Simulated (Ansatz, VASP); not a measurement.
Two plane-wave programs on CuO

INCAR

```
SYSTEM = CuO
  PREC = Accurate
  ENCUT = 520
  EDIFF = 1E-7
  ISMEAR = 0
  SIGMA = 0.05
  LREAL = .FALSE.
  LASPH = .TRUE.
  NELM = 150
  ALGO = Normal
  ISIF = 2
  LWAVE = .FALSE.
  LCHARG = .TRUE.
  ISPIN = 2
  MAGMOM = 0.68 0.68 0.36 0.36
  LORBIT = 11
  LMAXMIX = 4
  LDAU = .TRUE.
  LDAUTYPE = 2
  LDAUL = 2 -1
  LDAUU = 8 0
  LDAUJ = 0 0
  LDAUPRINT = 1
  GGA = CA
  LELF = .TRUE.
  LVHAR = .TRUE.
  NBANDS = 29
```

KPOINTS

```
Automatic mesh
0
G
  7 7 4
  0 0 0
```

The input POSCAR:

```
CuO
1.0
    2.3446497600     -1.7133998200      0.0000000000
    2.3446497600      1.7133998200      0.0000000000
   -0.8605499100      0.0000000000      5.0594394800
Cu O
2 2
Direct
    0.0032000000      0.4968000000      0.0000000000
    0.4968000000      0.0032000000      0.5000000000
    0.5714000000      0.4056000000      0.2537000000
    0.4056000000      0.5714000000      0.7537000000
```

Input for Ansatz:

```yaml
crystal:
  lattice:
    - [2.34464976, -1.71339982, 0.0]
    - [2.34464976, 1.71339982, 0.0]
    - [-0.86054991, 0.0, 5.05943948]
  atoms:
    - { symbol: Cu, position: [0.0032, 0.4968, 0.0], spin: 1.0 }
    - { symbol: Cu, position: [0.4968, 0.0032, 0.5], spin: 1.0 }
    - { symbol: O, position: [0.5714, 0.4056, 0.2537] }
    - { symbol: O, position: [0.4056, 0.5714, 0.7537] }
basis:
  ecutwfc: 420
  ecutrho_ratio: 4
kpoints:
  mp_grid: { grid: [7, 7, 4] }
hamiltonian:
  xc: lda
  hubbard:
    sites:
      - { site: 0, l: d, u_eff: 8.0, starting_ns: [{ spin: up, occupation_matrix: s0up }, { spin: down, occupation_matrix: s0down }] }
      - { site: 1, l: d, u_eff: 8.0, starting_ns: [{ spin: up, occupation_matrix: s1up }, { spin: down, occupation_matrix: s1down }] }
    occupation_matrices:
      s0up:
        matrix:
          - [0.97, 0.0, 0.0, 0.0, 0.0]
          - [0.0, 0.97, 0.0, 0.0, 0.0]
          - [0.0, 0.0, 0.97, 0.0, 0.0]
          - [0.0, 0.0, 0.0, 0.97, 0.0]
          - [0.0, 0.0, 0.0, 0.0, 0.97]
      s0down:
        matrix:
          - [0.96992, 0.00667, -0.00476, 0.00225, 0.00095]
          - [0.00667, 0.39215, 0.41265, -0.19484, -0.08223]
          - [-0.00476, 0.41265, 0.67533, 0.13914, 0.05872]
          - [0.00225, -0.19484, 0.13914, 0.9043, -0.02773]
          - [0.00095, -0.08223, 0.05872, -0.02773, 0.9583]
      s1up:
        matrix:
          - [0.97, 0.0, 0.0, 0.0, 0.0]
          - [0.0, 0.97, 0.0, 0.0, 0.0]
          - [0.0, 0.0, 0.97, 0.0, 0.0]
          - [0.0, 0.0, 0.0, 0.97, 0.0]
          - [0.0, 0.0, 0.0, 0.0, 0.97]
      s1down:
        matrix:
          - [0.96992, 0.00667, 0.00476, 0.00225, -0.00095]
          - [0.00667, 0.39215, -0.41265, -0.19484, 0.08223]
          - [0.00476, -0.41265, 0.67533, -0.13914, 0.05872]
          - [0.00225, -0.19484, -0.13914, 0.9043, 0.02773]
          - [-0.00095, 0.08223, 0.05872, 0.02773, 0.9583]
    ns_hold: { iters: 10 }
scf:
  occupations: { method: gaussian, width: 0.05 }
  lower_state_search: "off"
  max_iter: 150
output:
  forces: true
  stress: true
  eigenvalues: true
  populations: true
  hubbard: { sites: [{ site: 0, l: d }, { site: 1, l: d }] }
  write_density: true
  write_potential: true
  elf: true
  volumetric_format: npy
magnetization:
  spin_polarized: true
```

Alike in both runs: task single point; functional LDA; k mesh 7 × 7 × 4; occupations gaussian, width 0.05 eV; collinear spin; Hubbard terms Cu d U = 8.0 eV.

```csv
,VASP,Ansatz
version,VASP 6.6.1,Ansatz 0.2.0
potentials or method,"VASP PAW LDA potentials, release 64 (Cu, O), cutoff 520 eV","scalar-relativistic, plane waves, PAW"
valence electrons in the cell,34,50
```

VASP gave:

- pressure (GPa): -13.8
- traceless stress, the component that is largest in VASP (GPa): 2.74
- rms of the force components (eV/Å): 0.387
- net moment per atom (μB): 0.50
- size of the moment on the site where the two differ most (μB): 0.71

Which values does Ansatz return?

Pressure (GPa): -5.6; traceless stress, the component that is largest in VASP (GPa): 1.71; rms of the force components (eV/Å): 0.461; net moment per atom (μB): 0.50; size of the moment on the site where the two differ most (μB): 0.62.

LDA's correlation is that of Perdew and Zunger in VASP and of Perdew and Wang (1992) in Ansatz. Site moments also hang on the region over which each program counts them. The programs project onto different local orbitals, so the same U acts differently, and such runs can settle in different states. Atom by atom the forces differ by 0.078 eV/Å (rms over components). VASP's potentials hold 34 valence electrons a cell and Ansatz's 50, so a difference there can come from the potentials and not from the codes. Ansatz's warnings: filled band counts differ across k points.
